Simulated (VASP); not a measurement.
Here is a VASP 6.6.1 calculation.

File INCAR:

```
ALGO = Normal
EDIFF = 1E-6
ENCUT = 500
GGA = PE
GGA_COMPAT = False
ISIF = 2
ISMEAR = 0
LASPH = True
LCHARG = False
LREAL = False
LWAVE = False
NBANDS = 43
NELM = 120
PREC = Accurate
SIGMA = 0.02
```

KPOINTS

```
k-points
0
Gamma
  6 6 4
```

Contents of POSCAR:

```
Nb2PdSe5
1.0
    6.8431148397      0.0000000000      0.0000000000
   -3.4215574198      5.9263112922      0.0000000000
    0.0000000000      0.0000000000      6.7221760619
Nb Pd Se
2 1 5
Direct
    0.3333333333      0.6666666667      0.7578233184
    0.6666666667      0.3333333333      0.7578233184
    0.0000000000      0.0000000000      0.7836858455
    0.3333333333      0.6666666667      0.4174236136
    0.6666666667      0.3333333333      0.4174236136
    0.3363692680      0.0000000000      0.9141801402
    0.0000000000      0.3363692680      0.9141801402
    0.6636307320      0.6636307320      0.9141801402
```

Potentials or basis: VASP PAW PBE potentials, release 64 (Nb_sv, Pd, Se).

The run is started by

```sh
$ cat potpaw_PBE.64/Nb_sv/POTCAR potpaw_PBE.64/Pd/POTCAR potpaw_PBE.64/Se/POTCAR > POTCAR
$ mpirun -np 1 vasp_std > vasp.out
```

(1) Estimate the band gap on the k mesh.

(2) Estimate the largest force.

Answers

(1) 0.59 eV (least direct gap 0.79 eV).

(2) 0.014 eV/Å.
